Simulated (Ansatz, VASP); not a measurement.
## Ge in VASP and in Ansatz

```
Ge
1.0
     4.15477    0.00000    0.00000
     0.00000    4.15477    0.00000
     0.00000    0.00000    4.79273
Ge
4
Cartesian
  0.0000 0.0000 2.3964
  2.0774 2.0774 2.3964
  0.0000 2.0774 4.2241
  2.0774 0.0000 0.5686
```

Alike in both runs: functional PBE; k mesh 4 × 4 × 4; occupations gaussian, width 0.1 eV; no spin polarisation.

Ansatz relaxed the structure, and its values are those at the end. VASP's run is a single point on that final structure, the one shown.

|  | VASP | Ansatz |
| --- | --- | --- |
| version | VASP 6.6.1 | Ansatz 0.2.0 |
| potentials or method | VASP PAW PBE potentials, release 64 (Ge_d), cutoff 520 eV | scalar-relativistic, plane waves, PAW |
| valence electrons in the cell | 56 | 56 |

```csv
,VASP,Ansatz,Ansatz less VASP
gap on the k mesh at the Fermi level (eV),none,none,-
pressure (GPa),-0.1,-0.1,+0.02
rms of the force components (eV/Å),0.004,0.001,-0.0031
```

A gap of «none» marks a metal or a gap that the smearing closes.

The k mesh is coarse, so the values compare programs but aren't converged.
